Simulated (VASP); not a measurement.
Input of a VASP 6.6.1 run:

The input INCAR:

```
SYSTEM = NaF
ALGO     = Normal         ! electronic algorithm
EDIFF    = 1E-6           ! SCF threshold, eV
ENCUT    = 520            ! plane-wave cutoff, eV
GGA      = PE             ! functional
ISIF     = 2              ! what is computed and relaxed
ISMEAR   = -1             ! smearing method
LASPH    = .TRUE.         ! aspherical terms in the spheres
LCHARG   = .FALSE.        ! write CHGCAR
LREAL    = .FALSE.        ! projectors in reciprocal space
LWAVE    = .FALSE.        ! write WAVECAR
NBANDS   = 14             ! bands
NELM     = 80             ! most SCF steps
PREC     = Accurate       ! precision mode
SIGMA    = 0.02           ! smearing width, eV
```

Contents of KPOINTS:

```
k-points
0
G
  10 10 10
  0 0 0
```

The input POSCAR:

```
NaF
1.0
    0.0000000000      2.2971680800      2.2971680800
    2.2282530376      0.0000000000      2.2971680800
    2.2282530376      2.2971680800      0.0000000000
Na F
1 1
Direct
    0.0000000000      0.0000000000      0.0000000000
    0.5000000000      0.5000000000      0.5000000000
```

Potentials or basis: VASP PAW PBE potentials, release 64 (Na_pv, F).

The run is started by

```sh
$ cat potpaw_PBE.64/Na_pv/POTCAR potpaw_PBE.64/F/POTCAR > POTCAR
$ mpirun -np 1 vasp_std > vasp.out
```

Q: Estimate the pressure.

A: 5.7 GPa.

Q: Estimate the band gap on the k mesh.

A: 6.61 eV, direct.

Stress tensor (GPa, compression positive):
```
8.21 0.00 0.00
0.00 4.38 0.00
0.00 0.00 4.38
```

Caveat: the cell differs from its parent crystal (uniaxial x strain -3.0%). A k mesh can miss the band edges.
